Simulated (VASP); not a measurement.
Write the native input for VASP 6.6.1 that does the following.

- Task: single point
- Functional: PBEsol
- Potentials or basis: VASP PAW PBE potentials, release 64 (Ti_sv)
- Cutoff: 520 eV
- k mesh: 17 × 17 × 9
- Occupations: fermi-dirac, width 0.08 eV
- Spin: no spin polarisation
- Dipole correction: no
- Further INCAR settings: ALGO = Normal; EDIFF = 1e-06; NBANDS = 19

The structure of Ti lies in POSCAR:

```
Ti
1.0
    2.0807466602      0.0000000000      0.0000000000
   -1.0403733301      1.8019794666      0.0000000000
    0.0000000000      0.0000000000      4.0168411902
Ti
2
Direct
    0.3333333333      0.6666666667      0.2500000000
    0.6666666667      0.3333333333      0.7500000000
```

This cell differs from its parent crystal: volume scaled by 0.45.

These files were run (other wordings do the same):

INCAR

```
SYSTEM = Ti
ALGO = Normal
EDIFF = 1E-6
ENCUT = 520
GGA = PS
ISIF = 2
ISMEAR = -1
LASPH = .True.
LCHARG = .True.
LELF = .True.
LREAL = .False.
LVHAR = .True.
LWAVE = .False.
NBANDS = 19
NELM = 60
PREC = Accurate
SIGMA = 0.08
```

KPOINTS

```
k-points
0
Gamma
  17 17 9
  0 0 0
```

Potentials or basis: VASP PAW PBE potentials, release 64 (Ti_sv).

Run with:

```bash
$ cat potpaw_PBE.64/Ti_sv/POTCAR > POTCAR
$ mpirun -np 1 vasp_std > vasp.out
```

Results of the run:

```json
{
 "Pressure": "314.3 GPa",
 "Band gap on the k mesh": "zero (band 12 reaches 21.45 eV, above the bottom of band 13 at 19.76 eV)"
}
```

Caveat: the PAW data sets were made with another functional, which shifts forces and pressure a little.

Run time: 40 s on 1 thread of Intel Xeon 8259CL, on a shared host, peak memory 0.15 GiB.
